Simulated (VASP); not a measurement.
# B (Pm-3m) in VASP: a series of runs

Runs on B. Level: PBE. Tasks: electric field gradients, density of states.

Program: VASP 6.6.1. These are calculated values, not measurements. Logs are shortened: lines on timing, memory, paths and dates and some standing lists are left out, and cuts for length are marked.

**1. The cell of the first run**

The structure is cubic, space group Pm-3m (No. 221). Conventional cell: a = 1.885 Å, b = 1.885 Å, c = 1.885 Å, α = 90.00°, β = 90.00°, γ = 90.00°. B (site symmetry m-3m) has 6 B at 1.89 Å within 2.5 Å.

**2. Electric field gradients, PBE**

Contents of INCAR:

```
SYSTEM = B
PREC = Accurate
ENCUT = 520
EDIFF = 1E-8
ISMEAR = -1
SIGMA = 0.05
LREAL = .FALSE.
LASPH = .TRUE.
NELM = 60
ALGO = Normal
ISIF = 2
LWAVE = .FALSE.
LCHARG = .FALSE.
GGA = PE
LEFG = .TRUE.
NBANDS = 8
```

Contents of KPOINTS:

```
Automatic mesh
0
G
  14 14 14
  0 0 0
```

Contents of POSCAR:

```
B
1.0
    1.8852400000      0.0000000000      0.0000000000
    0.0000000000      1.8852400000      0.0000000000
    0.0000000000      0.0000000000      1.8852400000
B
1
Direct
    0.5000000000      0.5000000000      0.5000000000
```

Potentials or basis: VASP PAW PBE potentials, release 64 (B).

Command:

```bash
> cat potpaw_PBE.64/B/POTCAR > POTCAR
> mpirun -np 1 vasp_std > vasp.out
```

OUTCAR:

```text
SYSTEM = B
   PREC = Accurate
   ENCUT = 520
   EDIFF = 1E-8
   ISMEAR = -1
   LREAL = .FALSE.
   LASPH = .TRUE.
   NELM = 60
   ISIF = 2
   GGA = PE

 ion  position               nearest neighbor table
   1  0.500  0.500  0.500-

  LATTYP: Found a simple cubic cell.
 ALAT       =     1.8852400000

  Lattice vectors:

 A1 = (   1.8852400000,   0.0000000000,   0.0000000000)
 A2 = (   0.0000000000,   1.8852400000,   0.0000000000)
 A3 = (   0.0000000000,   0.0000000000,   1.8852400000)

Analysis of symmetry for initial positions (statically):
=====================================================================
 Subroutine PRICEL returns:
 Original cell was already a primitive cell.

 Routine SETGRP: Setting up the symmetry group for a
 simple cubic supercell.

 Subroutine GETGRP returns: Found 48 space group operations
 (whereof 48 operations were pure point group operations)
 out of a pool of 48 trial point group operations.

The static configuration has the point symmetry O_h .

Analysis of symmetry for dynamics (positions and initial velocities):
=====================================================================
 Subroutine PRICEL returns:
 Original cell was already a primitive cell.

 Routine SETGRP: Setting up the symmetry group for a
 simple cubic supercell.

 Subroutine GETGRP returns: Found 48 space group operations
 (whereof 48 operations were pure point group operations)
 out of a pool of 48 trial point group operations.

The dynamic configuration has the point symmetry O_h .

 Subroutine INISYM returns: Found 48 space group operations
 (whereof 48 operations are pure point group operations),
 and found     1 'primitive' translations

----------------------------------------------------------------------------------------

                                     Primitive cell

  volume of cell :       6.7004

  direct lattice vectors                    reciprocal lattice vectors
     1.885240000  0.000000000  0.000000000     0.530436443  0.000000000  0.000000000
     0.000000000  1.885240000  0.000000000     0.000000000  0.530436443  0.000000000
     0.000000000  0.000000000  1.885240000     0.000000000  0.000000000  0.530436443

  length of vectors
     1.885240000  1.885240000  1.885240000     0.530436443  0.530436443  0.530436443

  position of ions in fractional coordinates (direct lattice)
     0.500000000  0.500000000  0.500000000

  ion indices of the primitive-cell ions
   primitive index   ion index
                 1           1

----------------------------------------------------------------------------------------

 KPOINTS: Automatic mesh

Automatic generation of k-mesh.
 Grid dimensions read from file:
 generate k-points for:   14   14   14

 Generating k-lattice:

  Cartesian coordinates                     Fractional coordinates (reciprocal lattice)
     0.037888317  0.000000000  0.000000000     0.071428571  0.000000000  0.000000000
     0.000000000  0.037888317  0.000000000     0.000000000  0.071428571  0.000000000
     0.000000000  0.000000000  0.037888317     0.000000000  0.000000000  0.071428571

  Length of vectors
     0.037888317  0.037888317  0.037888317

  Shift w.r.t. Gamma in fractional coordinates (k-lattice)
     0.000000000  0.000000000  0.000000000

 Subroutine IBZKPT returns following result:
 ===========================================

 Found    120 irreducible k-points:

 Following reciprocal coordinates:
            Coordinates               Weight
  0.000000  0.000000  0.000000      1.000000
  0.071429  0.000000  0.000000      6.000000
  0.142857  0.000000  0.000000      6.000000
  0.214286  0.000000  0.000000      6.000000
  0.285714  0.000000  0.000000      6.000000
  0.357143  0.000000  0.000000      6.000000
[... 16 lines left out ...]
  0.285714  0.214286  0.000000     24.000000
  0.357143  0.214286  0.000000     24.000000
 [... further k-points ...]
   k-points           NKPTS =    120   k-points in BZ     NKDIM =    120   number of bands    NBANDS=      8
   number of dos      NEDOS =    301   number of ions     NIONS =      1
   total plane-waves  NPLWV =   2744
   dimension x,y,z NGX =    14 NGY =   14 NGZ =   14
   dimension x,y,z NGXF=    28 NGYF=   28 NGZF=   28
   ions per type =               1
   NGX,Y,Z   is equivalent  to a cutoff of  12.35, 12.35, 12.35 a.u.
   NGXF,Y,Z  is equivalent  to a cutoff of  24.69, 24.69, 24.69 a.u.
 SYSTEM =  B
   PREC   = accura    normal or accurate (medium, high low for compatibility)
   ISTART =      0    job   : 0-new  1-cont  2-samecut
   ICHARG =      2    charge: 1-file 2-atom 10-const
   ISPIN  =      1    spin polarized calculation?
   LNONCOLLINEAR =      F non collinear calculations
   LSORBIT =      F    spin-orbit coupling
   LASPH  =      T    aspherical Exc in radial PAW
   ENCUT  =  520.0 eV  38.22 Ry    6.18 a.u.   3.51  3.51  3.51*2*pi/ulx,y,z
   NELM   =     60;   NELMIN=  2; NELMDL= -5     # of ELM steps
   EDIFF  = 0.1E-07   stopping-criterion for ELM
   LREAL  =      F    real-space projection
   EDIFFG = 0.1E-06   stopping-criterion for IOM
   NSW    =      0    number of steps for IOM
   IBRION =     -1    ionic relax: 0-MD 1-quasi-New 2-CG
   NFREE  =      0    steps in history (QN), initial steepest desc. (CG)
   ISIF   =      2    stress and relaxation
   ISYM   =      2    0-nonsym 1-usesym 2-fastsym
   POTIM  = 0.5000    time-step for ionic-motion
   TEBEG  =    0.0;   TEEND  =   0.0 temperature during run
   PSTRESS=    0.0 pullay stress
   NELECT =       3.0000    total number of electrons
   NUPDOWN=      -1.0000    fix difference up-down
   EMIN   =  10.00;   EMAX   =-10.00  energy-range for DOS
   EFERMI =   0.00;   METHOD = LEGACY
   ISMEAR =    -1;   SIGMA  =   0.05  broadening in eV -4-tet -1-fermi 0-gaus
   EFERMI_NEDOS =   21; number of points for ismear=-14 and -15
   IALGO  =     38    algorithm
   IMIX   =      4    mixing-type and parameters
     AMIX     =   0.40;   BMIX     =  1.00
     AMIX_MAG =   1.60;   BMIX_MAG =  1.00
  volume/ion in A,a.u.               =       6.70        45.22
  Fermi-wavevector in a.u.,A,eV,Ry     =   1.252416  2.366723 21.341361  1.568546
  Thomas-Fermi vector in A             =   2.386317
   LORBIT       =      0    0 simple, 1 ext, 2 COOP (PROOUT), +10 PAW based schemes
   GGA     = PE    functional components
   LHFCALC =     F    Hartree Fock is set to
   AEXX    =    0.0000 exact exchange contribution
   IVDW    =     0    specifies the selected vdW correction
   LEPSILON=     F    determine dielectric tensor
   LRPA    =     F    only Hartree local field effects (RPA)
 non-spin polarized calculation
  energy-cutoff  :      520.00
  volume of cell :        6.70
 maximum number of plane-waves:       192
   NGX =  7   NGY =  7   NGZ =  7

 number of electron       3.0000000 magnetization

 Free energy of the ion-electron system (eV)
  ---------------------------------------------------
  ext. energy  EPLUGINS =         0.00000000
  ---------------------------------------------------
  free energy    TOTEN  =        -5.60217196 eV

  energy without entropy =       -5.59749523  energy(sigma->0) =       -5.59983359

 E-fermi :   6.9815     XC(G=0): -12.3806

 val. band max:        6.9172799501   @ k =   0.4286   0.2857   0.2857
 cond. band min:       7.0123186993   @ k =   0.3571   0.2143   0.1429
 fundamental gap:      0.0950387492
 Fermi energy:         6.9814753412

 k-point     1 :       0.0000    0.0000    0.0000
  band No.  band energies     occupation
      1      -8.7569      2.00000
      2      20.6302      0.00000
      3      20.6302      0.00000
      4      20.6302      0.00000
      5      31.0639      0.00000
      6      31.0639      0.00000
      7      40.1344      0.00000
      8      60.3418      0.00000

 k-point     2 :       0.0714    0.0000    0.0000
  band No.  band energies     occupation
      1      -8.5834      2.00000
      2      18.9319      0.00000
      3      20.7752      0.00000
      4      20.7752      0.00000
      5      31.2664      0.00000
      6      32.9495      0.00000
      7      40.0409      0.00000
      8      58.9836      0.00000

 k-point     3 :       0.1429    0.0000    0.0000
  band No.  band energies     occupation
      1      -8.0634      2.00000
      2      15.5792      0.00000
      3      21.1988      0.00000
      4      21.1988      0.00000
      5      31.8705      0.00000
      6      36.6083      0.00000
      7      39.9813      0.00000
      8      55.7759      0.00000

 k-point     4 :       0.2143    0.0000    0.0000
  band No.  band energies     occupation
      1      -7.1990      2.00000
      2      11.9905      0.00000
      3      21.8631      0.00000
      4      21.8631      0.00000
      5      32.8637      0.00000
      6      38.3211      0.00000
      7      42.1183      0.00000
      8      52.1170      0.00000

 k-point     5 :       0.2857    0.0000    0.0000
  band No.  band energies     occupation
      1      -5.9948      2.00000
      2       8.5494      0.00000
      3      22.6921      0.00000
      4      22.6921      0.00000
      5      34.2170      0.00000
      6      37.9690      0.00000
      7      45.8503      0.00000
      8      48.7281      0.00000
[... 177 lines left out ...]
 k-point    22 :       0.2143    0.2143    0.0000
  band No.  band energies     occupation
      1      -5.6426      2.00000
      2      11.4426      0.00000
      3      16.0218      0.00000
      4      23.0529      0.00000
      5      34.4741      0.00000
      6      38.7293      0.00000
      7      45.4221      0.00000
      8      49.2185      0.00000

 k-point    23 :       0.2857    0.2143    0.0000
  band No.  band energies     occupation
      1      -4.4420      2.00000
      2       9.1946      0.00000
      3      16.0383      0.00000
      4      23.8470      0.00000
      5      31.7858      0.00000
      6      40.0550      0.00000
      7      47.7369      0.00000
      8      48.6243      0.00000

 k-point    24 :       0.3571    0.2143    0.0000
  band No.  band energies     occupation
      1      -2.9152      2.00000
      2       6.4327      1.99997
      3      16.9698      0.00000
      4      24.6632      0.00000
      5      29.1868      0.00000
      6      41.2782      0.00000
      7      47.4812      0.00000
      8      47.5733      0.00000

 [... further k-points ...]

------------------------ aborting loop because EDIFF is reached ----------------------------------------

  FORCE on cell =-STRESS in cart. coord.  units (eV):
  Direction    XX          YY          ZZ          XY          YZ          ZX
  --------------------------------------------------------------------------------------
  -------------------------------------------------------------------------------------
  Total        0.0158660      0.0158660      0.0158660     -0.0000000      0.0000000     -0.0000000
  in kB        3.7938373      3.7938373      3.7938373     -0.0000000      0.0000000     -0.0000000
  external PRESSURE =       3.7938373 kB  Pullay stress =       0.0000000 kB

 VOLUME and BASIS-vectors are now :
 -----------------------------------------------------------------------------
  energy-cutoff  :      520.00
  volume of cell :        6.70
      direct lattice vectors                 reciprocal lattice vectors
     1.885240000  0.000000000  0.000000000     0.530436443  0.000000000  0.000000000
     0.000000000  1.885240000  0.000000000     0.000000000  0.530436443  0.000000000
     0.000000000  0.000000000  1.885240000     0.000000000  0.000000000  0.530436443

 POSITION                                       TOTAL-FORCE (eV/Angst)
 -----------------------------------------------------------------------------------
      0.94262      0.94262      0.94262         0.000000      0.000000      0.000000
 -----------------------------------------------------------------------------------
    total drift:                                0.000000      0.000000     -0.000000

  FREE ENERGIE OF THE ION-ELECTRON SYSTEM (eV)
  ---------------------------------------------------
  free  energy   TOTEN  =        -5.6021719587 eV

  energy  without entropy=       -5.5974952290  energy(sigma->0) =       -5.59983359

 Electric field gradients (V/A^2)
---------------------------------------------------------------------
 ion       V_xx      V_yy      V_zz      V_xy      V_xz      V_yz
---------------------------------------------------------------------
   1       0.000     0.000     0.000     0.000    -0.000    -0.000
---------------------------------------------------------------------

 Electric field gradients after diagonalization (V/A^2)
 (convention: |V_zz| > |V_xx| > |V_yy|)
----------------------------------------------------------------------
 ion       V_xx      V_yy      V_zz     asymmetry (V_yy - V_xx)/ V_zz
----------------------------------------------------------------------
   1       0.000     0.000     0.000      -0.101
----------------------------------------------------------------------

           NMR quadrupolar parameters

 Cq : quadrupolar parameter    Cq=e*Q*V_zz/h
 eta: asymmetry parameters     (V_yy - V_xx)/ V_zz
 Q  : nuclear electric quadrupole moment in mb (millibarn)
----------------------------------------------------------------------
 ion       Cq(MHz)       eta       Q (mb)
----------------------------------------------------------------------
   1       0.000      -0.101       1.000
----------------------------------------------------------------------
```

Wall time 4 s (1 thread of Intel Xeon 6975P-C, shared host); peak memory 0.11 GiB.

Results:

| Quantity | Value |
| --- | --- |
| Free energy | -5.6022 eV |
| Pressure | 0.4 GPa |

Caveat: without QUAD_EFG the Cq values of the log hold for a quadrupole moment of 1 mb, not for the nuclei.

**3. Density of states, PBE**

POSCAR is that of step 2.

Contents of INCAR.step1:

```
SYSTEM = B
PREC = Accurate ; ENCUT = 520
EDIFF = 1E-6 ; ISMEAR = -1
SIGMA = 0.05 ; LREAL = .FALSE.
LASPH = .TRUE. ; NELM = 100
ALGO = Normal ; ISIF = 2
LWAVE = .FALSE. ; LCHARG = .TRUE.
GGA = PE ; NBANDS = 8
```

Contents of KPOINTS.step1:

```
regular mesh
0
G
  14 14 14
  0 0 0
```

Contents of INCAR.step2:

```
SYSTEM = B
PREC = Accurate ; ENCUT = 520
EDIFF = 1E-6 ; ISMEAR = -5
SIGMA = 0.05 ; LREAL = .FALSE.
LASPH = .TRUE. ; NELM = 100
ALGO = Normal ; ISIF = 2
LWAVE = .FALSE. ; LCHARG = .FALSE.
GGA = PE ; LORBIT = 10
NEDOS = 2001 ; ICHARG = 11
```

Contents of KPOINTS.step2:

```
regular mesh
0
G
  21 21 21
  0 0 0
```

Potentials or basis: VASP PAW PBE potentials, release 64 (B).

Command:

```bash
> cat potpaw_PBE.64/B/POTCAR > POTCAR
> cp INCAR.step1 INCAR
> cp KPOINTS.step1 KPOINTS
> mpirun -np 1 vasp_std > vasp.out
> cp INCAR.step2 INCAR
> cp KPOINTS.step2 KPOINTS
> mpirun -np 1 vasp_std > vasp.out
```

It took 11 s on 1 thread of Intel Xeon 6975P-C, shared host; peak memory 0.11 GiB.

The run converged. Its results:

```yaml
Valence_electrons_inside_the_program's_atomic_spheres: B 1.82
```

Levels at points of the mesh, in eV from the Fermi level:
```
           k point  band 1  band 2  band 3  band 4
(0.00, 0.00, 0.00)  -15.77   13.62   13.62   13.62
```

Caveat: tetrahedron occupations give inexact forces and stress in metals.
